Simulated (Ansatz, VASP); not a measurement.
**One calculation of O, two programs**

Contents of INCAR:

```
SYSTEM = O
  PREC = Accurate
  ENCUT = 520
  EDIFF = 1E-6
  ISMEAR = -1
  SIGMA = 0.05
  LREAL = .False.
  LASPH = .True.
  NELM = 80
  ALGO = Normal
  ISIF = 2
  LWAVE = .False.
  LCHARG = .False.
  GGA = PE
  NBANDS = 20
```

KPOINTS

```
Automatic mesh
0
Gamma
  7 7 9
  0 0 0
```

POSCAR

```
O
1.0
    3.8396531944      0.0000000000      0.0000000000
    0.0000000000      3.7382418434      0.0000000000
   -0.9831862544      0.0000000000      2.9134987912
O
4
Direct
    0.3329660000      0.3058770000      0.1812950000
    0.6670340000      0.3058770000      0.3187050000
    0.6670340000      0.6941230000      0.8187050000
    0.3329660000      0.6941230000      0.6812950000
```

Contents of input.yaml:

```yaml
crystal:
  lattice:
    - [3.8396531944, 0.0, 0.0]
    - [0.0, 3.7382418434, 0.0]
    - [-0.9831862544, 0.0, 2.9134987912]
  atoms:
    - { symbol: O, position: [0.332966, 0.305877, 0.181295] }
    - { symbol: O, position: [0.667034, 0.305877, 0.318705] }
    - { symbol: O, position: [0.667034, 0.694123, 0.818705] }
    - { symbol: O, position: [0.332966, 0.694123, 0.681295] }
hamiltonian:
  xc: pbe
  pseudopotentials: { kind: paw }
kpoints:
  mp_grid: { grid: [7, 7, 9] }
scf:
  occupations: { method: fermi_dirac, width: 0.05 }
output:
  forces: true
  stress: true
  eigenvalues: true
  write_density: true
  write_potential: true
  elf: true
  volumetric_format: npy
```

Alike in both runs: task single point; functional PBE; k mesh 7 × 7 × 9; occupations fermi-dirac, width 0.05 eV; no spin polarisation.

|  | VASP | Ansatz |
| --- | --- | --- |
| version | VASP 6.6.1 | Ansatz 0.2.0 |
| potentials or method | VASP PAW PBE potentials, release 64 (O) | Ansatz PAW |
| plane-wave cutoff (eV) | 520 | 420 |
| valence electrons in the cell | 24 | 24 |

```csv
,VASP,Ansatz,Ansatz less VASP
gap on the k mesh at the Fermi level (eV),0.70,0.70,+0.002
least direct gap on the mesh (eV),0.93,0.93,+0.001
pressure (GPa),8.7,5.3,-3.41
"traceless stress, the component that is largest in VASP (GPa)",5.98,-0.21,-6.182
rms of the force components (eV/Å),0.546,0.170,-0.3761
```

Atom by atom the forces differ by 0.706 eV/Å (rms over components).

Noted on VASP's run: the standard files for N, O and F lose accuracy on very short bonds; spin is off for a triplet molecule. Noted on Ansatz's run: Pulay correction over one GPa; spin is off for a triplet molecule; odd divisions of the mesh miss points on the zone boundary, where band edges often lie, so the gap on the mesh can be too wide.
